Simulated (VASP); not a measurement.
# C (Fd-3m) in VASP: vibrations by perturbation theory with LDA

Aim: the vibrations by perturbation theory of C with LDA.

Everything below comes from runs of VASP 6.6.1. Logs are shortened: lines on timing, memory, paths and dates and some standing lists are left out, and cuts for length are marked.

## (1) The cell of the first run

It takes space group Fd-3m (No. 227, cubic). The conventional cell has a = 3.532 Å, b = 3.532 Å, c = 3.532 Å, α = 90.00°, β = 90.00°, γ = 90.00°. C (site symmetry -43m) has 4 C at 1.53 Å within 2.0 Å.

## (2) Vibrations by perturbation theory, LDA

File INCAR:

```
PREC     = Accurate       # precision mode
ENCUT    = 520            # plane-wave cutoff, eV
EDIFF    = 1E-8           # SCF threshold, eV
ISMEAR   = 0              # smearing method
SIGMA    = 0.01           # smearing width, eV
LREAL    = F              # projectors in reciprocal space
LASPH    = T              # aspherical terms in the spheres
NELM     = 100            # most SCF steps
ALGO     = Normal         # electronic algorithm
ISIF     = 2              # what is computed and relaxed
LWAVE    = F              # write WAVECAR
LCHARG   = T              # write CHGCAR
IBRION   = 8              # ionic algorithm
NSW      = 1              # ionic steps
LEPSILON = T              # dielectric tensor by DFPT
```

File KPOINTS:

```
Automatic mesh
0
Gamma
  12 12 12
```

File POSCAR:

```
C
1.0
    0.0000000000      1.7657651611      1.7657651611
    1.7657651611      0.0000000000      1.7657651611
    1.7657651611      1.7657651611      0.0000000000
C
2
Direct
    0.5000000000      0.5000000000      0.5000000000
    0.7500000000      0.7500000000      0.7500000000
```

Potentials or basis: VASP PAW LDA potentials, release 64 (C).

Run with:

```bash
> cat potpaw_LDA.64/C/POTCAR > POTCAR
> mpirun -np 1 vasp_std > vasp.out
```

OUTCAR:

```text
PREC = Accurate
   ENCUT = 520
   EDIFF = 1E-8
   ISMEAR = 0
   LREAL = F
   LASPH = T
   NELM = 100
   ISIF = 2
   IBRION = 8
   NSW = 1
   LEPSILON = T

 ion  position               nearest neighbor table
   1  0.500  0.500  0.500-   2 1.53   2 1.53   2 1.53   2 1.53
   2  0.750  0.750  0.750-   1 1.53   1 1.53   1 1.53   1 1.53

  LATTYP: Found a face centered cubic cell.
 ALAT       =     3.5315303222

  Lattice vectors:

 A1 = (   0.0000000000,   1.7657651611,   1.7657651611)
 A2 = (   1.7657651611,   0.0000000000,   1.7657651611)
 A3 = (   1.7657651611,   1.7657651611,   0.0000000000)

Analysis of symmetry for initial positions (statically):
=====================================================================
 Subroutine PRICEL returns:
 Original cell was already a primitive cell.

 Routine SETGRP: Setting up the symmetry group for a
 face centered cubic supercell.

 Subroutine GETGRP returns: Found 48 space group operations
 (whereof 24 operations were pure point group operations)
 out of a pool of 48 trial point group operations.

The static configuration has the point symmetry T_d .
 The point group associated with its full space group is O_h .

Analysis of symmetry for dynamics (positions and initial velocities):
=====================================================================
 Subroutine PRICEL returns:
 Original cell was already a primitive cell.

 Routine SETGRP: Setting up the symmetry group for a
 face centered cubic supercell.

 Subroutine GETGRP returns: Found 48 space group operations
 (whereof 24 operations were pure point group operations)
 out of a pool of 48 trial point group operations.

The dynamic configuration has the point symmetry T_d .
 The point group associated with its full space group is O_h .

 Subroutine INISYM returns: Found 48 space group operations
 (whereof 24 operations are pure point group operations),
 and found     1 'primitive' translations

----------------------------------------------------------------------------------------

                                     Primitive cell

  volume of cell :      11.0111

  direct lattice vectors                    reciprocal lattice vectors
     0.000000000  1.765765161  1.765765161    -0.283163362  0.283163362  0.283163362
     1.765765161  0.000000000  1.765765161     0.283163362 -0.283163362  0.283163362
     1.765765161  1.765765161  0.000000000     0.283163362  0.283163362 -0.283163362

  length of vectors
     2.497169039  2.497169039  2.497169039     0.490453330  0.490453330  0.490453330

  position of ions in fractional coordinates (direct lattice)
     0.500000000  0.500000000  0.500000000
     0.750000000  0.750000000  0.750000000

  ion indices of the primitive-cell ions
   primitive index   ion index
                 1           1
                 2           2

----------------------------------------------------------------------------------------

 KPOINTS: Automatic mesh

Automatic generation of k-mesh.
 Grid dimensions read from file:
[... 409 lines left out ...]

 HEAD OF MICROSCOPIC STATIC DIELECTRIC TENSOR (INDEPENDENT PARTICLE, excluding Hartree and local field effects)
 ------------------------------------------------------
           5.938407     0.000000    -0.000000
           0.000000     5.938407     0.000000
           0.000000     0.000000     5.938407
 ------------------------------------------------------

 Free energy of the ion-electron system (eV)
  ---------------------------------------------------
  ---------------------------------------------------
  free energy    TOTEN  =        -0.15324401 eV

  energy without entropy =       -0.15324401

------------------------ aborting loop because EDIFF is reached ----------------------------------------

--------------------------------------- Ionic step        2  -------------------------------------------

------------------------ aborting loop because EDIFF is reached ----------------------------------------

--------------------------------------- Ionic step        3  -------------------------------------------

------------------------ aborting loop because EDIFF is reached ----------------------------------------

 PIEZOELECTRIC TENSOR FIELD DIRECTION 3  (e Angst)
 -----------------------------------------------------------------------------
    -0.00010  0.00000  0.00000           ( -0.00000  0.00000  0.00000)
     0.00000 -0.00010  0.00000           (  0.00000 -0.00000  0.00000)
     0.00000  0.00000 -0.00023           (  0.00000  0.00000 -0.00001)

 PIEZOELECTRIC TENSOR FIELD DIRECTION 3  (C/m^2)
 -----------------------------------------------------------------------------
    -0.00015  0.00000  0.00000
     0.00000 -0.00015  0.00000
     0.00000  0.00000 -0.00034

--------------------------------------- Ionic step        4  -------------------------------------------

 Free energy of the ion-electron system (eV)
  ---------------------------------------------------
  ---------------------------------------------------
  free energy    TOTEN  =        -0.11142778 eV

  energy without entropy =       -0.11142778

------------------------ aborting loop because EDIFF is reached ----------------------------------------

 INTERNAL STRAIN TENSOR  FOR ION    1  DIRECTION 1   (eV/Angst):
 -----------------------------------------------------------------------------
     0.00541  0.00000  0.00000
     0.00000 -0.00222  4.29801
     0.00000  4.29801 -0.00222

 MACROSCOPIC STATIC DIELECTRIC TENSOR (including local field effects in DFT)
 ------------------------------------------------------
           5.762696     0.000000     0.000000
           0.000000     5.762696    -0.000000
           0.000000    -0.000000     5.762696
 ------------------------------------------------------

 PIEZOELECTRIC TENSOR (including local field effects)  for field in x, y, z        (e  Angst)
          XX          YY          ZZ          XY          YZ          ZX
  --------------------------------------------------------------------------------
  x     0.00000    -0.00000    -0.00000     0.00000     0.00000    -0.00000
  y     0.00000     0.00000     0.00000    -0.00000    -0.00000     0.00000
  z     0.00000     0.00000     0.00000    -0.00000    -0.00000     0.00000

 PIEZOELECTRIC TENSOR (including local field effects)  for field in x, y, z        (C/m^2)
          XX          YY          ZZ          XY          YZ          ZX
  --------------------------------------------------------------------------------
  x     0.00000    -0.00000    -0.00000     0.00000     0.00000    -0.00000
  y     0.00000     0.00000     0.00000    -0.00000    -0.00000     0.00000
  z     0.00000     0.00000     0.00000    -0.00000    -0.00000     0.00000

 BORN EFFECTIVE CHARGES (including local field effects) (in |e|, cummulative output)
 ---------------------------------------------------------------------------------
 ion    1
    1     0.00000     0.00000     0.00000
    2    -0.00000     0.00000    -0.00000
    3    -0.00000    -0.00000     0.00000
 ion    2
    1    -0.00000     0.00000     0.00000
    2     0.00000    -0.00000     0.00000
    3     0.00000     0.00000    -0.00000

 INTERNAL STRAIN TENSOR FOR ION    2 for displacements in x,y,z  (eV/Angst):
          X           Y           Z          XY          YZ          ZX
  --------------------------------------------------------------------------------
  x     0.00000    -0.00000    -0.00000     0.00000    -4.29801     0.00000
  y    -0.00000    -0.00000    -0.00000     0.00000     0.00000    -4.29801
  z    -0.00000    -0.00000     0.00000    -4.29801     0.00000     0.00000

 SECOND DERIVATIVES (NOT SYMMETRIZED)
 ------------------------------------
               1X          1Y          1Z          2X          2Y          2Z
  1X   -38.844592    0.000000    0.000000   38.844592    0.000000    0.000000
  1Y     0.000000  -38.844592    0.000000    0.000000   38.844592    0.000000
  1Z     0.000000    0.000000  -38.844592    0.000000    0.000000   38.844592
  2X    38.844592    0.000000    0.000000  -38.844592    0.000000    0.000000
  2Y     0.000000   38.844592    0.000000    0.000000  -38.844592    0.000000
  2Z     0.000000    0.000000   38.844592    0.000000    0.000000  -38.844592

 Eigenvectors and eigenvalues of the dynamical matrix
 ----------------------------------------------------

   1 f  =   39.759547 THz   249.816600 2PiTHz 1326.235723 cm-1   164.432199 meV
             X         Y         Z           dx          dy          dz
      1.765765  1.765765  1.765765     0.000000   -0.707107    0.000000
      2.648648  2.648648  2.648648     0.000000    0.707107    0.000000
[... 21 lines left out ...]
   6 f  =    0.000000 THz     0.000000 2PiTHz    0.000000 cm-1     0.000000 meV
             X         Y         Z           dx          dy          dz
      1.765765  1.765765  1.765765     0.000000    0.000000    0.707107
      2.648648  2.648648  2.648648     0.000000    0.000000    0.707107

--------------------------------------------------------------------------------------------------------

 MACROSCOPIC STATIC DIELECTRIC TENSOR IONIC CONTRIBUTION
 ------------------------------------------------------
           0.000000    -0.000000    -0.000000
          -0.000000     0.000000    -0.000000
          -0.000000    -0.000000     0.000000
 ------------------------------------------------------

 ELASTIC MODULI CONTR FROM IONIC RELAXATION (kBar)
 Direction    XX          YY          ZZ          XY          YZ          ZX
 --------------------------------------------------------------------------------
 XX          -0.0000      0.0000      0.0000     -0.0000      0.0000     -0.0000
 YY           0.0000     -0.0000     -0.0000     -0.0000     -0.0000     -0.0000
 ZZ           0.0000     -0.0000     -0.0000      0.0000     -0.0000     -0.0000
 XY          -0.0000     -0.0000      0.0000    -69.1967      0.0000      0.0000
 YZ           0.0000     -0.0000     -0.0000      0.0000    -69.1967      0.0000
 ZX          -0.0000     -0.0000     -0.0000      0.0000      0.0000    -69.1967
 --------------------------------------------------------------------------------

 PIEZOELECTRIC TENSOR IONIC CONTR  for field in x, y, z        (C/m^2)
          XX          YY          ZZ          XY          YZ          ZX
  --------------------------------------------------------------------------------
  x    -0.00000     0.00000     0.00000     0.00000     0.00000     0.00000
  y     0.00000     0.00000     0.00000    -0.00000    -0.00000     0.00000
  z     0.00000     0.00000    -0.00000     0.00000    -0.00000    -0.00000
```

Run time: 3.1 min. Hardware: 1 thread of AMD EPYC 7R13, shared host; peak memory 0.15 GiB.

Results:

* Electronic dielectric tensor (diagonal): 5.76
* Born charges (mean of the diagonal): C +0.00 e
* Highest phonon frequency at Γ: 1326 cm⁻¹

Phonon frequencies in cm⁻¹ (negative: imaginary):
```tsv
q point	frequencies
(0.000, 0.000, 0.000)	0 0 0 1326 1326 1326
```

Electronic dielectric tensor:
```
5.76 0.00 0.00
0.00 5.76 0.00
0.00 0.00 5.76
```

Born effective charge tensors (e):
atom 1, C
```
0.00 0.00 0.00
0.00 0.00 0.00
0.00 0.00 0.00
```
atom 2, C
```
0.00 0.00 0.00
0.00 0.00 0.00
0.00 0.00 0.00
```

Caveat: the cell wasn't relaxed at this level first, which shifts response properties.
